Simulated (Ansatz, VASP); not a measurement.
**ScBi2 in VASP and in Ansatz**

The input POSCAR:

```
ScBi2
1.0
    0.0000000000      4.3363015035      4.3363015035
    4.3363015035      0.0000000000      4.3363015035
    4.3363015035      4.3363015035      0.0000000000
Sc Bi
2 4
Direct
    0.0000000000      0.0000000000      0.0000000000
    0.2500000000      0.2500000000      0.2500000000
    0.6250000000      0.6250000000      0.6250000000
    0.1250000000      0.6250000000      0.6250000000
    0.6250000000      0.6250000000      0.1250000000
    0.6250000000      0.1250000000      0.6250000000
```

INCAR.step1

```
SYSTEM = ScBi2
  PREC = Accurate
  ENCUT = 520
  ISMEAR = 0
  SIGMA = 0.1
  LREAL = .FALSE.
  LASPH = .TRUE.
  NELM = 80
  NBANDS = 50
  GGA = PE
  ALGO = Normal
  EDIFF = 1E-4
  LWAVE = .TRUE.
  LCHARG = .FALSE.
```

File INCAR.step2:

```
SYSTEM = ScBi2
  PREC = Accurate
  ENCUT = 520
  EDIFF = 1E-6
  ISMEAR = 0
  SIGMA = 0.1
  LREAL = .FALSE.
  LASPH = .TRUE.
  NELM = 80
  ALGO = Normal
  ISIF = 2
  LWAVE = .FALSE.
  LCHARG = .FALSE.
  METAGGA = R2SCAN
  LMIXTAU = .TRUE.
  NBANDS = 50
  ISTART = 1
```

Contents of KPOINTS:

```
Automatic mesh
0
G
  4 4 4
  0 0 0
```

Input for Ansatz:

```yaml
crystal:
  lattice:
    - [0.0, 4.3363015035, 4.3363015035]
    - [4.3363015035, 0.0, 4.3363015035]
    - [4.3363015035, 4.3363015035, 0.0]
  atoms:
    - { symbol: Sc, position: [0.0, 0.0, 0.0] }
    - { symbol: Sc, position: [0.25, 0.25, 0.25] }
    - { symbol: Bi, position: [0.625, 0.625, 0.625] }
    - { symbol: Bi, position: [0.125, 0.625, 0.625] }
    - { symbol: Bi, position: [0.625, 0.625, 0.125] }
    - { symbol: Bi, position: [0.625, 0.125, 0.625] }
basis:
  ecutwfc: 500
kpoints:
  mp_grid: { grid: [4, 4, 4] }
hamiltonian:
  xc: r2scan
scf:
  occupations: { method: gaussian, width: 0.1 }
  lower_state_search: "off"
output:
  forces: true
  stress: true
  eigenvalues: true
```

Alike in both runs: task single point; functional r2SCAN; k mesh 4 × 4 × 4; occupations gaussian, width 0.1 eV; no spin polarisation.

|  | VASP | Ansatz |
| --- | --- | --- |
| version | VASP 6.6.1 | Ansatz 0.2.0 |
| potentials or method | VASP PAW PBE potentials, release 64 (Sc_sv, Bi_d), cutoff 520 eV | scalar-relativistic, plane waves, PAW |
| valence electrons in the cell | 82 | 82 |

```csv
,VASP,Ansatz,Ansatz less VASP
gap on the k mesh at the Fermi level (eV),none,none,-
pressure (GPa),9.0,9.0,-0.06
```

VASP's potentials were made for PBE, not for r2SCAN. A gap of «none» marks a metal or a gap that the smearing closes.

Spin-orbit coupling is off throughout.
